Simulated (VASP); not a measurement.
Here is a VASP 6.6.1 calculation.

Contents of INCAR:

```
SYSTEM = V
PREC = Accurate
ENCUT = 520
EDIFF = 1E-6
ISMEAR = -1
SIGMA = 0.1
LREAL = .FALSE.
LASPH = .TRUE.
NELM = 80
ALGO = Normal
ISIF = 2
LWAVE = .FALSE.
LCHARG = .FALSE.
GGA = B5
ALDAX = 1.0
AGGAX = 1.0
AGGAC = 1.0
ALDAC = 0.0
NBANDS = 26
```

The input KPOINTS:

```
Automatic mesh
0
G
  9 9 15
  0 0 0
```

File POSCAR:

```
V
1.0
    4.5686286185      0.0000000000      0.0000000000
   -2.2843143092      3.9565484440      0.0000000000
    0.0000000000      0.0000000000      2.4325540868
V
3
Direct
    1.0000000000      1.0000000000      0.0000000000
    0.3333333333      0.6666666667      0.5000000000
    0.6666666667      0.3333333333      0.5000000000
```

Potentials or basis: VASP PAW PBE potentials, release 64 (V_sv).

Command:

```bash
$ cat potpaw_PBE.64/V_sv/POTCAR > POTCAR
$ mpirun -np 1 vasp_std > vasp.out
```

Task: Estimate the pressure.

Result: -5.6 GPa.

Stress tensor (GPa, compression positive):
```
-5.80  0.00  0.00
 0.00 -5.80  0.00
 0.00  0.00 -5.33
```

Caveat: the PAW data sets were made with another functional, which shifts forces and pressure a little.
